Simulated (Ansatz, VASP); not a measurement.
Two plane-wave programs on CdNiC4N4

```
Cd Ni C N
1.0
     6.07876    0.00000    0.00000
     0.00000    6.07876    0.00000
     0.00000    0.00000    6.07876
Cd Ni C N
1 1 4 4
Direct
  0.50000 0.50000 0.50000
  0.00000 0.00000 0.00000
  0.18204 0.18204 0.18204
  0.18204 0.81796 0.81796
  0.81796 0.18204 0.81796
  0.81796 0.81796 0.18204
  0.29294 0.29294 0.29294
  0.29294 0.70706 0.70706
  0.70706 0.29294 0.70706
  0.70706 0.70706 0.29294
```

Alike in both runs: functional PBE; k mesh 4 × 4 × 4; occupations gaussian, width 0.1 eV; collinear spin.

Ansatz relaxed the structure, and its values are those at the end. VASP's run is a single point on that final structure, the one shown.

|  | VASP | Ansatz |
| --- | --- | --- |
| version | VASP 6.6.1 | Ansatz 0.2.0 |
| potentials or method | VASP PAW PBE potentials, release 64 (Cd, Ni, C, N), cutoff 520 eV | scalar-relativistic, plane waves, PAW |
| valence electrons in the cell | 58 | 74 |

Ansatz gave:

```
gap on the k mesh at the Fermi level (eV)                     : none
pressure (GPa)                                                : 0.2
rms of the force components (eV/Å)                            : 0.008
net moment per atom (μB)                                      : 0.20
size of the moment on the site where the two differ most (μB) : 1.23
```

**Question.** What did VASP give for the same quantities?

**Answer.** gap on the k mesh at the Fermi level (eV): none; pressure (GPa): 0.8; rms of the force components (eV/Å): 0.171; net moment per atom (μB): 0.20; size of the moment on the site where the two differ most (μB): 1.33.

Site moments also hang on the region over which each program counts them. A gap of «none» marks a metal or a gap that the smearing closes. One of these differences is far larger than is usual between the two programs; its cause wasn't traced. The functional is the same, so the differences come from potentials, cutoffs and numerics. VASP's potentials hold 58 valence electrons a cell and Ansatz's 74, so a difference there can come from the potentials and not from the codes.

Noted on VASP's run: the standard files for N, O and F lose accuracy on very short bonds.
